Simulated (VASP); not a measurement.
A run of VASP 6.6.1 is set up as follows.

Contents of POSCAR:

```
PbO
1.0
    3.9887440152      0.0000000000      0.0000000000
    0.0000000000      3.9887440152      0.0000000000
    0.0000000000      0.0000000000      5.4492643500
Pb O
2 2
Direct
    0.5000000000      0.0000000000      0.2181823297
    0.0000000000      0.5000000000      0.7818176703
    0.0000000000      0.0000000000      0.0000000000
    0.5000000000      0.5000000000      0.0000000000
```

File INCAR.step1:

```
SYSTEM = PbO
PREC = Accurate ; ENCUT = 520
ISMEAR = 0 ; SIGMA = 0.05
LREAL = .False. ; LASPH = .True.
NELM = 80 ; NBANDS = 28
GGA = PE ; ALGO = Normal
EDIFF = 1E-4 ; LWAVE = .True.
LCHARG = .False.
```

INCAR.step2

```
SYSTEM = PbO
PREC = Accurate ; ENCUT = 520
EDIFF = 1E-7 ; ISMEAR = 0
SIGMA = 0.05 ; LREAL = .False.
LASPH = .True. ; NELM = 80
ALGO = Normal ; ISIF = 2
LWAVE = .False. ; LCHARG = .True.
METAGGA = R2SCAN ; LMIXTAU = .True.
LELF = .True. ; LVHAR = .True.
NBANDS = 28 ; ISTART = 1
```

The input KPOINTS:

```
Automatic mesh
0
Gamma
  6 6 4
  0 0 0
```

Potentials or basis: VASP PAW PBE potentials, release 64 (Pb_d, O).

The run is started by

```sh
$ cat potpaw_PBE.64/Pb_d/POTCAR potpaw_PBE.64/O/POTCAR > POTCAR
$ cp INCAR.step1 INCAR
$ mpirun -np 1 vasp_std > vasp.out
$ cp INCAR.step2 INCAR
$ mpirun -np 1 vasp_std > vasp.out
```

Problem. Predict the largest force.

Solution. 0.115 eV/Å.

Problem. Estimate the band gap on the k mesh.

Solution. 1.95 eV (least direct gap 2.43 eV).

Problem. What does it give for the pressure?

Solution. 0.2 GPa.

Stress tensor (GPa, compression positive):
```
0.26 0.00 0.00
0.00 0.26 0.00
0.00 0.00 0.11
```

Caveat: the PAW data sets were made with another functional, which shifts forces and pressure a little; spin-orbit coupling is left out, which moves the levels of the heavy elements. A k mesh can miss the band edges.
